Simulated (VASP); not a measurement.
Runs of VASP 6.6.1 on TiO2. The structure is that of space group P4_2/mnm (No. 136), or close to it. The cells are those of the table. 

| task | level | potentials or basis | cell | cutoff (eV) | smearing | gap on the mesh (eV) | pressure (GPa) | largest force (eV/Å) |
| --- | --- | --- | --- | --- | --- | --- | --- | --- |
| relaxation of cell and atoms | PBEsol | VASP PAW PBE potentials, release 64 (Ti_sv, O) | relaxed from a = 4.643, b = 4.643, c = 2.964 Å, 6 atoms | 600 | fermi-dirac 0.02 eV | 1.83 | 0.0 | - |
| single point | LDA | VASP PAW LDA potentials, release 64 (Ti_sv, O) | a = 4.548, b = 4.548, c = 2.917 Å, 6 atoms | 520 | fermi-dirac 0.02 eV | 1.83 | 1.3 | 0.04 |
| single point | PBE | VASP PAW PBE potentials, release 64 (Ti_sv, O) | a = 4.597, b = 4.597, c = 2.953 Å, 6 atoms | 520 | fermi-dirac 0.02 eV | (b) | 5.9 | (a) |
| single point | r2SCAN | VASP PAW PBE potentials, release 64 (Ti_sv, O) | a = 4.597, b = 4.597, c = 2.953 Å, 6 atoms | 520 | gaussian 0.01 eV | 2.23 | 1.3 | 0.04 |
| single point | PBEsol | VASP PAW PBE potentials, release 64 (Ti_sv, O) | a = 4.591, b = 4.591, c = 2.939 Å, 6 atoms | 520 | fermi-dirac 0.02 eV | 1.84 | 0.7 | 0.03 |

Alike in all rows: no spin polarisation; k mesh 6 × 6 × 8.

Problem. Estimate the missing entries.

Solution. (a) 0.08; (b) 1.86.

Caveats: the PAW data sets were made with another functional, which shifts forces and pressure a little (some runs).

A k mesh can miss the band edges.
